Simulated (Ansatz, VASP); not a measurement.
Ru in VASP and in Ansatz

Contents of INCAR:

```
SYSTEM = Ru
PREC = Accurate ; ENCUT = 520
EDIFF = 1E-7 ; ISMEAR = -1
SIGMA = 0.05 ; LREAL = .FALSE.
LASPH = .TRUE. ; NELM = 100
ALGO = Normal ; ISIF = 2
LWAVE = .FALSE. ; LCHARG = .FALSE.
GGA = PE ; NBANDS = 13
```

File KPOINTS:

```
regular mesh
0
G
  16 16 16
  0 0 0
```

Contents of POSCAR:

```
Ru
1.0
    0.0000000000      1.9054056433      1.9054056433
    1.9054056433      0.0000000000      1.9054056433
    1.9054056433      1.9054056433      0.0000000000
Ru
1
Direct
    0.0000000000      0.0000000000      0.0000000000
```

Input for Ansatz:

```yaml
crystal:
  lattice:
    - [0.0, 1.9054056433, 1.9054056433]
    - [1.9054056433, 0.0, 1.9054056433]
    - [1.9054056433, 1.9054056433, 0.0]
  atoms:
    - { symbol: Ru, position: [0.0, 0.0, 0.0] }
kpoints:
  mp_grid: { grid: [16, 16, 16] }
scf:
  occupations: { method: fermi_dirac, width: 0.05 }
hamiltonian:
  xc: pbe
  pseudopotentials:
    kind: all_electron
    lapw: { basis_error: 0.00025 }
    nuclear_model: point
output:
  forces: true
  stress: true
  eigenvalues: true
```

Alike in both runs: task single point; functional PBE; k mesh 16 × 16 × 16; occupations fermi-dirac, width 0.05 eV; no spin polarisation.

```csv
,VASP,Ansatz
version,VASP 6.6.1,Ansatz 0.2.0
potentials or method,"VASP PAW PBE potentials, release 64 (Ru_pv), cutoff 520 eV","all-electron LAPW, scalar-relativistic"
```

|  | VASP | Ansatz | Ansatz less VASP |
| --- | --- | --- | --- |
| pressure (GPa) | -0.1 | -0.1 | +0.05 |

Ansatz ran all-electron here, and VASP with PAW potentials.
